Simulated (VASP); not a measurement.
Here is a VASP 6.6.1 calculation.

INCAR

```
ALGO     = Normal         # electronic algorithm
EDIFF    = 1E-8           # SCF threshold, eV
ENCUT    = 400            # plane-wave cutoff, eV
GGA      = PE             # functional
GGA_COMPAT= F            
ISIF     = 2              # what is computed and relaxed
ISMEAR   = -1             # smearing method
LASPH    = T              # aspherical terms in the spheres
LCHARG   = F              # write CHGCAR
LEFG     = T            
LREAL    = F              # projectors in reciprocal space
LWAVE    = F              # write WAVECAR
NBANDS   = 21             # bands
NELM     = 120            # most SCF steps
PREC     = Accurate       # precision mode
SIGMA    = 0.03           # smearing width, eV
```

KPOINTS

```
k-points
0
Gamma
  11 11 6
```

File POSCAR:

```
PbI2
1.0
    4.6772877255      0.0000000000      0.0000000000
   -2.3386438628      4.0506499911      0.0000000000
    0.0000000000      0.0000000000      7.8496382030
Pb I
1 2
Direct
    0.0000000000      0.0000000000      0.0000000000
    0.3333333333      0.6666666667      0.2366177030
    0.6666666667      0.3333333333      0.7633822970
```

Potentials or basis: VASP PAW PBE potentials, release 64 (Pb_d, I).

Launch:

```bash
$ cat potpaw_PBE.64/Pb_d/POTCAR potpaw_PBE.64/I/POTCAR > POTCAR
$ mpirun -np 1 vasp_std > vasp.out
```

Problem. What does it give for the pressure?

Solution. 0.0 GPa.

Problem. Predict the band gap on the k mesh.

Solution. 2.43 eV (least direct gap 2.56 eV).

Electric field gradients, principal values (V/Å²):
```tsv
atom	least	middle	greatest (by size)
1 Pb	-9.844	-9.848	19.692
2 I	4.852	4.852	-9.704
3 I	4.852	4.852	-9.704
```

Caveat: without QUAD_EFG the Cq values of the log hold for a quadrupole moment of 1 mb, not for the nuclei; spin-orbit coupling is left out, which moves the levels of the heavy elements; this functional lacks dispersion, which binds layers or chains, so the pressure and a relaxed spacing across them are unreliable. A k mesh can miss the band edges.
